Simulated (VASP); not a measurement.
Wanted: the native input for a VASP 6.6.1 run.

| Quantity | Value |
| --- | --- |
| Task | single point |
| Functional | PBE |
| Potentials or basis | VASP PAW PBE potentials, release 64 (Sc_sv) |
| Cutoff | 520 eV |
| k mesh | 9 × 9 × 5 |
| Occupations | fermi-dirac, width 0.05 eV |
| Spin | no spin polarisation |
| Dipole correction | no |
| Further INCAR settings | ALGO = Fast; EDIFF = 1e-06; NBANDS = 18 |

The structure of Sc lies in POSCAR:

```
Sc
1.0
    3.2810736278      0.0000000000      0.0000000000
   -1.6405368139      2.8414931133      0.0000000000
    0.0000000000      0.0000000000      5.1110585920
Sc
2
Direct
    0.6666666667      0.3333333333      0.7500000000
    0.3333333333      0.6666666667      0.2500000000
```

These files were run (other wordings do the same):

INCAR

```
SYSTEM = Sc
PREC     = Accurate       ! precision mode
ENCUT    = 520            ! plane-wave cutoff, eV
EDIFF    = 1E-6           ! SCF threshold, eV
ISMEAR   = -1             ! smearing method
SIGMA    = 0.05           ! smearing width, eV
LREAL    = .False.        ! projectors in reciprocal space
LASPH    = .True.         ! aspherical terms in the spheres
NELM     = 100            ! most SCF steps
ALGO     = Fast           ! electronic algorithm
ISIF     = 2              ! what is computed and relaxed
LWAVE    = .False.        ! write WAVECAR
LCHARG   = .False.        ! write CHGCAR
GGA      = PE             ! functional
NBANDS   = 18             ! bands
```

KPOINTS

```
regular mesh
0
Gamma
  9 9 5
  0 0 0
```

Potentials or basis: VASP PAW PBE potentials, release 64 (Sc_sv).

Launch:

```bash
$ cat potpaw_PBE.64/Sc_sv/POTCAR > POTCAR
$ mpirun -np 1 vasp_std > vasp.out
```

It gave:

The pressure is 2.0 GPa and the band gap on the k mesh is zero (bands 11 and 12 overlap by 1.31 eV).

It took 32 s on 1 thread of Intel Xeon 8259CL, with other jobs on the host, peak memory 0.17 GiB.
